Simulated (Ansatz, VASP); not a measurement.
Cs in VASP and in Ansatz

```xyz
1
Lattice="-3.0772 3.0772 3.0772 3.0772 -3.0772 3.0772 3.0772 3.0772 -3.0772" Properties=species:S:1:pos:R:3 pbc="T T T"
Cs    0.0000    0.0000    0.0000
```

Alike in both runs: functional PBE; k mesh 10 × 10 × 10; occupations fermi-dirac, width 0.05 eV; no spin polarisation.

Ansatz relaxed the structure, and its values are those at the end. VASP's run is a single point on that final structure, the one shown.

|  | VASP | Ansatz |
| --- | --- | --- |
| version | VASP 6.6.1 | Ansatz 0.2.0 |
| potentials or method | VASP PAW PBE potentials, release 64 (Cs_sv), cutoff 520 eV | all-electron LAPW, scalar-relativistic |

|  | VASP | Ansatz | Ansatz less VASP |
| --- | --- | --- | --- |
| pressure (GPa) | 0.0 | 0.0 | +0.01 |

Ansatz ran all-electron here, and VASP with PAW potentials.

Spin-orbit coupling is off throughout.
